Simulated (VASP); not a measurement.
A run of VASP 6.6.1 is set up as follows.

POSCAR

```
Cs3Pt
1.0
    5.7776530000      0.0000000000      0.0000000000
    0.0000000000      5.7776530000      0.0000000000
    0.0000000000      0.0000000000      5.7776530000
Pt Cs
1 3
Direct
    0.5000000000      0.5000000000      0.5000000000
    0.5000000000      0.0000000000      0.0000000000
    0.0000000000      0.5000000000      0.0000000000
    0.0000000000      0.0000000000      0.5000000000
```

Contents of INCAR.step1:

```
SYSTEM = Cs3Pt
ALGO = Normal ; EDIFF = 1E-4
ENCUT = 520 ; GGA = PE
ISMEAR = 1 ; LASPH = .True.
LCHARG = .False. ; LREAL = .False.
LWAVE = .True. ; NBANDS = 26
NELM = 80 ; PREC = Accurate
SIGMA = 0.2
```

Contents of INCAR.step2:

```
SYSTEM = Cs3Pt
ALGO = Normal ; EDIFF = 1E-6
ENCUT = 520 ; ISIF = 2
ISMEAR = 1 ; ISTART = 1
LASPH = .True. ; LCHARG = .True.
LELF = .True. ; LMIXTAU = .True.
LREAL = .False. ; LVHAR = .True.
LWAVE = .False. ; METAGGA = R2SCAN
NBANDS = 26 ; NELM = 80
PREC = Accurate ; SIGMA = 0.2
```

Contents of KPOINTS:

```
k-points
0
Gamma
  5 5 5
  0 0 0
```

Potentials or basis: VASP PAW PBE potentials, release 64 (Pt, Cs_sv).

The run is started by

```console
$ cat potpaw_PBE.64/Pt/POTCAR potpaw_PBE.64/Cs_sv/POTCAR > POTCAR
$ cp INCAR.step1 INCAR
$ mpirun -np 1 vasp_std > vasp.out
$ cp INCAR.step2 INCAR
$ mpirun -np 1 vasp_std > vasp.out
```

Question: What does it give for the pressure?

Answer: -0.7 GPa.

Caveat: the PAW data sets were made with another functional, which shifts forces and pressure a little.
